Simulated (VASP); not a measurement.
# ReAgF6 (R-3) in VASP: notebook

The runs below take ReAgF6 through single point, with r2SCAN.

Program: VASP 6.6.1. These are calculated values, not measurements. Logs are shortened: lines on timing, memory, paths and dates and some standing lists are left out, and cuts for length are marked.

**1. The cell of the first run**

Symmetry: R-3, No. 148, trigonal system. The conventional cell has a = 7.130 Å, b = 7.130 Å, c = 7.391 Å, α = 90.00°, β = 90.00°, γ = 120.00°. Within 2.2 Å of F (site symmetry 1) lie 1 Re at 1.69 Å. Within 2.2 Å of Re (site symmetry -3) lie 6 F at 1.69 Å. Ag (site symmetry -3) has 12 F at 2.83 to 3.03 Å and 2 Re at 3.70 Å within 3.7 Å.

**2. Single point, r2SCAN**

File POSCAR:

```
ReAgF6
1.0
    3.5650876400      2.0583083300      2.4635826900
   -3.5650876400      2.0583083300      2.4635826900
    0.0000000000     -4.1166067900      2.4635826900
F Re Ag
6 1 1
Direct
    0.1926000000      0.9201000000      0.2905000000
    0.2905000000      0.1926000000      0.9201000000
    0.9201000000      0.2905000000      0.1926000000
    0.8074000000      0.0799000000      0.7095000000
    0.7095000000      0.8074000000      0.0799000000
    0.0799000000      0.7095000000      0.8074000000
    0.0000000000      0.0000000000      0.0000000000
    0.5000000000      0.5000000000      0.5000000000
```

File INCAR.step1:

```
SYSTEM = ReAgF6
PREC = Accurate
ENCUT = 520
ISMEAR = -1
SIGMA = 0.1
LREAL = .False.
LASPH = .True.
NELM = 100
NBANDS = 40
GGA = PE
ALGO = Normal
EDIFF = 1E-4
LWAVE = .True.
LCHARG = .False.
```

File INCAR.step2:

```
SYSTEM = ReAgF6
PREC = Accurate
ENCUT = 520
EDIFF = 1E-6
ISMEAR = -1
SIGMA = 0.1
LREAL = .False.
LASPH = .True.
NELM = 100
ALGO = Normal
ISIF = 2
LWAVE = .False.
LCHARG = .False.
METAGGA = R2SCAN
LMIXTAU = .True.
NBANDS = 40
ISTART = 1
```

File KPOINTS:

```
regular mesh
0
Gamma
  6 6 6
  0 0 0
```

Potentials or basis: VASP PAW PBE potentials, release 64 (F, Re, Ag).

The run is started by

```bash
> cat potpaw_PBE.64/F/POTCAR potpaw_PBE.64/Re/POTCAR potpaw_PBE.64/Ag/POTCAR > POTCAR
> cp INCAR.step1 INCAR
> mpirun -np 1 vasp_std > vasp.out
> cp INCAR.step2 INCAR
> mpirun -np 1 vasp_std > vasp.out
```

OUTCAR:

```text
SYSTEM = ReAgF6
   PREC = Accurate
   ENCUT = 520
   EDIFF = 1E-6
   ISMEAR = -1
   LREAL = .False.
   LASPH = .True.
   NELM = 100
   ISIF = 2
   METAGGA = R2SCAN
   ISTART = 1

 ion  position               nearest neighbor table
   1  0.193  0.920  0.291-   7 1.69
   2  0.291  0.193  0.920-   7 1.69
   3  0.920  0.291  0.193-   7 1.69
   4  0.807  0.080  0.709-   7 1.69
   5  0.709  0.807  0.080-   7 1.69
   6  0.080  0.709  0.807-   7 1.69
   7  0.000  0.000  0.000-   1 1.69   4 1.69   3 1.69   6 1.69   5 1.69   2 1.69
   8  0.500  0.500  0.500-

  LATTYP: Found a trigonal (rhomboedric) cell.
 ALAT       =     4.7974704515
 COS(alpha) =    -0.1044493391

  Lattice vectors:

 A1 = (   3.5650876400,   2.0583083300,   2.4635826900)
 A2 = (  -3.5650876400,   2.0583083300,   2.4635826900)
 A3 = (   0.0000000000,  -4.1166067900,   2.4635826900)

Analysis of symmetry for initial positions (statically):
=====================================================================
 Subroutine PRICEL returns:
 Original cell was already a primitive cell.

 Routine SETGRP: Setting up the symmetry group for a
 trigonal (rhombohedral) supercell.

 Subroutine GETGRP returns: Found  6 space group operations
 (whereof  6 operations were pure point group operations)
 out of a pool of 12 trial point group operations.

The static configuration has the point symmetry S_6 .

Analysis of symmetry for dynamics (positions and initial velocities):
=====================================================================
 Subroutine PRICEL returns:
 Original cell was already a primitive cell.

 Routine SETGRP: Setting up the symmetry group for a
 trigonal (rhombohedral) supercell.

 Subroutine GETGRP returns: Found  6 space group operations
 (whereof  6 operations were pure point group operations)
 out of a pool of 12 trial point group operations.

The dynamic configuration has the point symmetry S_6 .

 Subroutine INISYM returns: Found  6 space group operations
 (whereof  6 operations are pure point group operations),
 and found     1 'primitive' translations

----------------------------------------------------------------------------------------

                                     Primitive cell
[... 103 lines left out ...]
   EDIFF  = 0.1E-05   stopping-criterion for ELM
   LREAL  =      F    real-space projection
   EDIFFG = 0.1E-04   stopping-criterion for IOM
   NSW    =      0    number of steps for IOM
   IBRION =     -1    ionic relax: 0-MD 1-quasi-New 2-CG
   NFREE  =      0    steps in history (QN), initial steepest desc. (CG)
   ISIF   =      2    stress and relaxation
   ISYM   =      2    0-nonsym 1-usesym 2-fastsym
   POTIM  = 0.5000    time-step for ionic-motion
   TEBEG  =    0.0;   TEEND  =   0.0 temperature during run
   PSTRESS=    0.0 pullay stress
   NELECT =      60.0000    total number of electrons
   NUPDOWN=      -1.0000    fix difference up-down
   EMIN   =  10.00;   EMAX   =-10.00  energy-range for DOS
   EFERMI =   0.00;   METHOD = LEGACY
   ISMEAR =    -1;   SIGMA  =   0.10  broadening in eV -4-tet -1-fermi 0-gaus
   EFERMI_NEDOS =   21; number of points for ismear=-14 and -15
   IALGO  =     38    algorithm
   IMIX   =      4    mixing-type and parameters
     AMIX     =   0.40;   BMIX     =  1.00
     AMIX_MAG =   1.60;   BMIX_MAG =  1.00
  volume/ion in A,a.u.               =      13.56        91.50
  Fermi-wavevector in a.u.,A,eV,Ry     =   1.343876  2.539557 24.572151  1.806002
  Thomas-Fermi vector in A             =   2.471915
   LORBIT       =      0    0 simple, 1 ext, 2 COOP (PROOUT), +10 PAW based schemes
   METAGGA = R2SCAN    functional components
   LHFCALC =     F    Hartree Fock is set to
   AEXX    =    0.0000 exact exchange contribution
   IVDW    =     0    specifies the selected vdW correction
   LEPSILON=     F    determine dielectric tensor
   LRPA    =     F    only Hartree local field effects (RPA)
 non-spin polarized calculation
  energy-cutoff  :      520.00
  volume of cell :      108.47
 maximum number of plane-waves:      2934
   NGX = 17   NGY = 17   NGZ = 17

 number of electron      59.9999967 magnetization

 Free energy of the ion-electron system (eV)
  ---------------------------------------------------
  ext. energy  EPLUGINS =         0.00000000
  ---------------------------------------------------
  free energy    TOTEN  =      -101.41414251 eV

  energy without entropy =     -101.15359055  energy(sigma->0) =     -101.28386653

 E-fermi :   3.7304     XC(G=0): -10.2063

 val. band max:        3.7251014863   @ k =  -0.3333   0.1667   0.0000
 cond. band min:       3.7341593640   @ k =  -0.1667   0.1667   0.0000
 fundamental gap:      0.0090578777
 Fermi energy:         3.7304047338

 k-point     1 :       0.0000    0.0000    0.0000
  band No.  band energies     occupation
      1     -25.7693      2.00000
      2     -25.5230      2.00000
      3     -25.5230      2.00000
      4     -24.0227      2.00000
      5     -24.0227      2.00000
      6     -23.9962      2.00000
[... 1021 lines left out ...]
     39      12.6957      0.00000
     40      13.6067      0.00000

 [... further k-points ...]

------------------------ aborting loop because EDIFF is reached ----------------------------------------

  FORCE on cell =-STRESS in cart. coord.  units (eV):
  Direction    XX          YY          ZZ          XY          YZ          ZX
  --------------------------------------------------------------------------------------
  -------------------------------------------------------------------------------------
  Total       36.2078746     36.2079004     38.1796466      0.0000006      0.0000510      0.0000000
  in kB      534.8294003    534.8297803    563.9546015      0.0000087      0.0007531      0.0000000
  external PRESSURE =     544.5379274 kB  Pullay stress =       0.0000000 kB

 VOLUME and BASIS-vectors are now :
 -----------------------------------------------------------------------------
  energy-cutoff  :      520.00
  volume of cell :      108.47
      direct lattice vectors                 reciprocal lattice vectors
     3.565087640  2.058308330  2.463582690     0.140249007  0.080972773  0.135304193
    -3.565087640  2.058308330  2.463582690    -0.140249007  0.080972773  0.135304193
     0.000000000 -4.116606790  2.463582690     0.000000000 -0.161945546  0.135304517

 POSITION                                       TOTAL-FORCE (eV/Angst)
 -----------------------------------------------------------------------------------
     -2.59360      1.09441      3.45690         6.310243     -6.338494      6.481453
      0.34902     -2.79332      3.45690         2.334181      8.634092      6.481453
      2.24458      1.69893      3.45690        -8.644423     -2.295573      6.481453
      2.59360     -1.09440      3.93385        -6.310243      6.338494     -6.481453
     -0.34902      2.79333      3.93385        -2.334181     -8.634092     -6.481453
     -2.24458     -1.69892      3.93385         8.644423      2.295573     -6.481453
      0.00000      0.00000      0.00000         0.000000      0.000000      0.000000
      0.00000      0.00000      3.69537         0.000000      0.000000      0.000000
 -----------------------------------------------------------------------------------
    total drift:                               -0.000000     -0.000000      0.000000

  FREE ENERGIE OF THE ION-ELECTRON SYSTEM (eV)
  ---------------------------------------------------
  free  energy   TOTEN  =      -101.4141425108 eV

  energy  without entropy=     -101.1535905500  energy(sigma->0) =     -101.28386653
```

It took 3.8 min on 1 thread of Intel Xeon 6975P-C (Granite Rapids), shared host; peak memory 0.32 GiB.

Results:

- Free energy: -101.4141 eV
- Pressure: 54.5 GPa
- Largest force: 11.046 eV/Å
- Band gap on the k mesh: zero (band 30 reaches 3.78 eV, above the bottom of band 31 at 3.77 eV)

Forces on the atoms (eV/Å):
```
F    6.310 -6.338  6.481
F    2.334  8.634  6.481
F   -8.644 -2.296  6.481
F   -6.310  6.338 -6.481
F   -2.334 -8.634 -6.481
F    8.644  2.296 -6.481
Re   0.000  0.000  0.000
Ag   0.000  0.000  0.000
```

Caveat: the PAW data sets were made with another functional, which shifts forces and pressure a little; spin-orbit coupling is left out, which moves the levels of the heavy elements.

**3. Single point, r2SCAN**

This run uses another cell than the first one, of 10.19 Å³/atom, 0.752 times its volume.

File POSCAR:

```
ReAgF6
1.0
    3.2898671138      1.8994071155      2.1741828631
   -3.2898671138      1.8994071155      2.1741828631
    0.0000000000     -3.7988098757      2.1741866679
F Re Ag
6 1 1
Direct
    0.2233116229      0.9302919611      0.3733039785
    0.3733039785      0.2233116229      0.9302919611
    0.9302919611      0.3733039785      0.2233116229
    0.7766883771      0.0697080389      0.6266960215
    0.6266960215      0.7766883771      0.0697080389
    0.0697080389      0.6266960215      0.7766883771
    0.0000000000      0.0000000000      0.0000000000
    0.5000000000      0.5000000000      0.5000000000
```

File INCAR.step1:

```
  PREC = Accurate
  ENCUT = 520
  ISMEAR = -1
  SIGMA = 0.1
  LREAL = F
  LASPH = T
  NELM = 100
  NBANDS = 40
  GGA = PE
  ALGO = Normal
  EDIFF = 1E-4
  LWAVE = T
  LCHARG = F
```

File INCAR.step2:

```
  PREC = Accurate
  ENCUT = 520
  EDIFF = 1E-7
  ISMEAR = -1
  SIGMA = 0.1
  LREAL = F
  LASPH = T
  NELM = 100
  ALGO = Normal
  ISIF = 2
  LWAVE = F
  LCHARG = F
  METAGGA = R2SCAN
  LMIXTAU = T
  NBANDS = 40
  ISTART = 1
```

File KPOINTS:

```
Automatic mesh
0
Gamma
  4 4 4
```

Potentials or basis: VASP PAW PBE potentials, release 64 (F, Re, Ag).

The run is started by

```bash
> cat potpaw_PBE.64/F/POTCAR potpaw_PBE.64/Re/POTCAR potpaw_PBE.64/Ag/POTCAR > POTCAR
> cp INCAR.step1 INCAR
> mpirun -np 1 vasp_std > vasp.out
> cp INCAR.step2 INCAR
> mpirun -np 1 vasp_std > vasp.out
```

Run time: 6.3 min. Hardware: 1 thread of AMD EPYC 7R43 (Zen 3), shared host; peak memory 0.2 GiB.

It converged, with:

| Quantity | Value |
| --- | --- |
| Free energy | -106.4942 eV |
| Pressure | 23.2 GPa |
| Largest force | 0.528 eV/Å |
| Band gap on the k mesh | zero (band 30 reaches 4.82 eV, above the bottom of band 31 at 4.29 eV) |

Forces on the atoms (eV/Å):
```
F    0.276 -0.319  0.317
F    0.138  0.398  0.317
F   -0.414 -0.079  0.317
F   -0.276  0.319 -0.317
F   -0.138 -0.398 -0.317
F    0.414  0.079 -0.317
Re   0.000  0.000  0.000
Ag   0.000  0.000  0.000
```

Stress tensor (GPa, compression positive):
```
22.85  0.00  0.00
 0.00 22.85  0.00
 0.00  0.00 23.86
```

Levels at points of the mesh, in eV from the Fermi level:
| k point | band 25 | band 26 | band 27 | band 28 | band 29 | band 30 | band 31 | band 32 | band 33 | band 34 |
| --- | --- | --- | --- | --- | --- | --- | --- | --- | --- | --- |
| (0.00, 0.00, 0.00) | -2.34 | -2.34 | -2.03 | -1.93 | -1.93 | 0.29 | 0.33 | 0.33 | 3.00 | 5.02 |
| (0.50, 0.00, 0.00) | -2.42 | -2.18 | -2.02 | -1.85 | -1.78 | 0.03 | 0.08 | 0.24 | 4.71 | 4.82 |
| (0.50, 0.50, 0.00) | -2.53 | -2.49 | -2.21 | -2.11 | -2.01 | -0.24 | 0.18 | 0.28 | 4.28 | 5.12 |
| (0.50, 0.50, 0.50) | -2.43 | -2.43 | -2.40 | -1.87 | -1.87 | -0.24 | -0.24 | -0.08 | 4.60 | 4.60 |

Caveat: the k points lie up to 0.37 Å⁻¹ apart; the PAW data sets were made with another functional, which shifts forces and pressure a little; spin-orbit coupling is left out, which moves the levels of the heavy elements.
